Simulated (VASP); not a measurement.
BN:

```
N B
1.0
     2.51906    0.00000    0.00000
    -1.25953    2.18157    0.00000
     0.00000    0.00000    4.16840
N B
2 2
Direct
  0.33333 0.66667 0.12532
  0.66667 0.33333 0.62532
  0.33333 0.66667 0.49968
  0.66667 0.33333 0.99968
```

Base run:

| Quantity | Value |
| --- | --- |
| Program | VASP 6.6.1 |
| Functional | LDA |
| Potentials or basis | VASP PAW LDA potentials, release 64 (N_h, B_h) |
| Cutoff | 910 eV |
| k mesh | 9 × 9 × 5 |
| Occupations | fermi-dirac, width 0.05 eV |
| Spin | no spin polarisation |

Its results: band gap on the k mesh 4.90 eV, indirect (least direct gap 8.30 eV); pressure 2.4 GPa.

The run is repeated on the same cell with these changes: potentials or basis from VASP PAW LDA potentials, release 64 (N_h, B_h) to VASP PAW LDA potentials, release 64 (N, B); cutoff from 910 eV to 520 eV. What comes out?

Band gap on the k mesh 4.89 eV, indirect (least direct gap 8.30 eV); pressure 3.0 GPa.

Caveats: the cutoff is under 1.25 times the usual one of these potentials, so pressure, stress and relaxed cells hold a basis-set (Pulay) error (some runs).

A k mesh can miss the band edges.
